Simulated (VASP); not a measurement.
**Cu2BrCl: single point with PBEsol**

Cu2BrCl:

```
Br Cu Cl
1.0
     1.85551    1.07128    6.04751
    -1.85551    1.07128    6.04751
     0.00000   -2.14256    6.04751
Br Cu Cl
1 2 1
Cartesian
  0.0000 0.0000 0.0000
  0.0000 0.0000 13.6360
  0.0000 0.0000 4.5065
  0.0000 0.0000 9.0713
```

| Quantity | Value |
| --- | --- |
| Program | VASP 6.6.1 |
| Task | single point |
| Functional | PBEsol |
| Potentials or basis | VASP PAW PBE potentials, release 64 (Br, Cu, Cl) |
| Cutoff | 520 eV |
| k mesh | 7 × 7 × 7 |
| Occupations | gaussian, width 0.05 eV |
| Spin | no spin polarisation |
| Dipole correction | no |
| Further INCAR settings | ALGO = Normal; EDIFF = 1e-06; NBANDS = 26 |

```yaml
Pressure: -3.5 GPa
Largest_force: 0.097 eV/Å
Band_gap_on_the_k_mesh: 0.08 eV, direct
```

Forces on the atoms (eV/Å):
```
Br   0.000  0.000  0.000
Cu   0.000  0.000  0.097
Cu   0.000  0.000 -0.097
Cl   0.000  0.000  0.000
```

Stress tensor (GPa, compression positive):
```
-3.48  0.00  0.00
 0.00 -3.48  0.00
 0.00  0.00 -3.59
```

Levels at points of the mesh, in eV from the valence-band top:
| k point | band 16 | band 17 | band 18 | band 19 | band 20 | band 21 |
| --- | --- | --- | --- | --- | --- | --- |
| (0.00, 0.00, 0.00) | -1.25 | 0.00 | 0.00 | 0.08 | 2.86 | 5.80 |

Run time: 2.4 min on 1 thread of Intel(R) Xeon(R) Platinum 8488C (Sapphire Rapids), on a shared host, peak memory 0.36 GiB.

Caveat: the PAW data sets were made with another functional, which shifts forces and pressure a little. A k mesh can miss the band edges.
